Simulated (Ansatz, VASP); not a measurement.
## Two plane-wave programs on BN

INCAR

```
PREC = Accurate
ENCUT = 520
EDIFF = 1E-7
ISMEAR = 0
SIGMA = 0.02
LREAL = False
LASPH = True
NELM = 120
ALGO = Normal
ISIF = 2
LWAVE = False
LCHARG = False
IBRION = 2
NSW = 60
EDIFFG = -0.002
GGA_COMPAT = False
NELMIN = 4
```

KPOINTS

```
regular mesh
0
Gamma
  9 9 9
```

The input POSCAR:

```
BN
1.0
    0.0214330961      1.7844890017      1.7844890017
    1.7844890017      0.0214330961      1.7844890017
    1.7844890017      1.7844890017      0.0214330961
B N
1 1
Direct
   -0.0001111721     -0.0001111721     -0.0001111721
    0.2501111721      0.2501111721      0.2501111721
```

Input for Ansatz:

```yaml
crystal:
  lattice:
    - [0.0214330961, 1.7844890017, 1.7844890017]
    - [1.7844890017, 0.0214330961, 1.7844890017]
    - [1.7844890017, 1.7844890017, 0.0214330961]
  atoms:
    - { symbol: B, position: [-0.0001111721, -0.0001111721, -0.0001111721] }
    - { symbol: "N", position: [0.2501111721, 0.2501111721, 0.2501111721] }
basis:
  ecutwfc: 420
kpoints:
  mp_grid: { grid: [9, 9, 9] }
hamiltonian:
  xc: lda
  pseudopotentials: { kind: paw, azcp: { folder: soft_1 } }
scf:
  occupations: { method: gaussian, width: 0.02 }
output:
  forces: true
  stress: true
  eigenvalues: true
relax:
  adjacent_minimum: "off"
  f_tol: 0.002
  max_steps: 40
```

Change from the starting cell: strained cell.

Alike in both runs: task relaxation of the atoms; functional LDA; k mesh 9 × 9 × 9; occupations gaussian, width 0.02 eV; no spin polarisation.

|  | VASP | Ansatz |
| --- | --- | --- |
| version | VASP 6.6.1 | Ansatz 0.2.0 |
| potentials or method | VASP PAW LDA potentials, release 64 (B, N), cutoff 520 eV | scalar-relativistic, plane waves, PAW |
| valence electrons in the cell | 8 | 8 |

Ansatz gave:

- gap on the k mesh at the Fermi level, each at its own relaxed structure (eV): 4.53

Question: Estimate VASP's values.

Answer: gap on the k mesh at the Fermi level, each at its own relaxed structure (eV): 4.52.

Ansatz warns that its potentials were made for another functional, while VASP's fit it. LDA's correlation is that of Perdew and Zunger in VASP and of Perdew and Wang (1992) in Ansatz. Ansatz's warnings: stress scf threshold loose.
